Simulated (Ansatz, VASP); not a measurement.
## Two plane-wave programs on Br

Contents of INCAR:

```
SYSTEM = Br
  PREC = Accurate
  ENCUT = 520
  EDIFF = 1E-6
  ISMEAR = 0
  SIGMA = 0.1
  LREAL = .FALSE.
  LASPH = .TRUE.
  NELM = 60
  ALGO = Normal
  ISIF = 2
  LWAVE = .FALSE.
  LCHARG = .TRUE.
  GGA = PE
  LELF = .TRUE.
  LVHAR = .TRUE.
  NBANDS = 14
```

File KPOINTS:

```
regular mesh
0
G
  6 6 4
  0 0 0
```

The input POSCAR:

```
Br
1.0
    4.3353071800      0.0000000000      0.0000000000
   -2.1676535900      3.7544861500      0.0000000000
    0.0000000000      0.0000000000      4.1902252600
Br
2
Direct
    0.6666666700      0.3333333300      0.0000000000
    0.3333333300      0.6666666700      0.0000000000
```

Input for Ansatz:

```yaml
crystal:
  lattice:
    - [4.33530718, 0.0, 0.0]
    - [-2.16765359, 3.75448615, 0.0]
    - [0.0, 0.0, 4.19022526]
  atoms:
    - { symbol: Br, position: [0.66666667, 0.33333333, 0.0] }
    - { symbol: Br, position: [0.33333333, 0.66666667, 0.0] }
basis:
  ecutwfc: 420
kpoints:
  mp_grid: { grid: [6, 6, 4] }
hamiltonian:
  xc: pbe
scf:
  occupations: { method: gaussian, width: 0.1 }
  lower_state_search: "off"
output:
  forces: true
  stress: true
  eigenvalues: true
```

Alike in both runs: task single point; functional PBE; k mesh 6 × 6 × 4; occupations gaussian, width 0.1 eV; no spin polarisation.

|  | VASP | Ansatz |
| --- | --- | --- |
| version | VASP 6.6.1 | Ansatz 0.2.0 |
| potentials or method | VASP PAW PBE potentials, release 64 (Br), cutoff 520 eV | scalar-relativistic, plane waves, PAW |
| valence electrons in the cell | 14 | 14 |

|  | VASP | Ansatz | Ansatz less VASP |
| --- | --- | --- | --- |
| gap on the k mesh at the Fermi level (eV) | none | none | - |
| pressure (GPa) | 13.1 | 13.1 | 0.00 |
| traceless stress, the component that is largest in VASP (GPa) | -12.61 | -12.60 | +0.015 |

A gap of «none» marks a metal or a gap that the smearing closes.

The k mesh is coarse, so the values compare programs but aren't converged.
